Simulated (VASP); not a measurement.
HfO2, 6 atoms in the cell. It takes space group P4_2/nmc (No. 137, tetragonal). Conventional cell: a = 3.541 Å, b = 3.541 Å, c = 5.228 Å, α = 90.00°, β = 90.00°, γ = 90.00°. Within 2.7 Å of Hf (site symmetry -4m2) lie 8 O at 2.05 to 2.38 Å. Within 2.7 Å of O (site symmetry 2mm) lie 4 Hf at 2.05 to 2.38 Å and 6 O at 2.56 to 2.61 Å.  This cell differs from its parent crystal: epitaxial xy strain -1.0%.

```yaml
Program: VASP 6.6.1
Task: single point
Functional: r2SCAN
Potentials_or_basis: VASP PAW PBE potentials, release 64 (Hf_pv, O)
Cutoff: 520 eV
k_mesh: 8 × 8 × 6
Occupations: gaussian, width 0.01 eV
Spin: non-collinear spin, zero start, spin-orbit coupling
Starting_moments: "[[0.0, 0.0, 0.0], [0.0, 0.0, 0.0], [0.0, 0.0, 0.0], [0.0, 0.0, 0.0], [0.0, 0.0, 0.0], [0.0, 0.0, 0.0]] μB"
Dipole_correction: no
Further_INCAR_settings: ALGO = Normal; EDIFF = 1e-06; NBANDS = 60
```

Potentials or basis: VASP PAW PBE potentials, release 64 (Hf_pv, O).

Run with:

```console
$ cat potpaw_PBE.64/Hf_pv/POTCAR potpaw_PBE.64/O/POTCAR > POTCAR
$ cp INCAR.step1 INCAR
$ mpirun -np 4 vasp_ncl > vasp.out
$ cp INCAR.step2 INCAR
$ mpirun -np 4 vasp_ncl > vasp.out
```

Hardware: 4 MPI ranks on Oxide Virtual Turin-like Processor, with other jobs on the host.

**Question.** Estimate the wall time of this run.

**Answer.** It took 20 min on 4 MPI ranks on Oxide Virtual Turin-like Processor, on a shared host, peak memory 0.57 GiB a rank. Counts: k points 60.
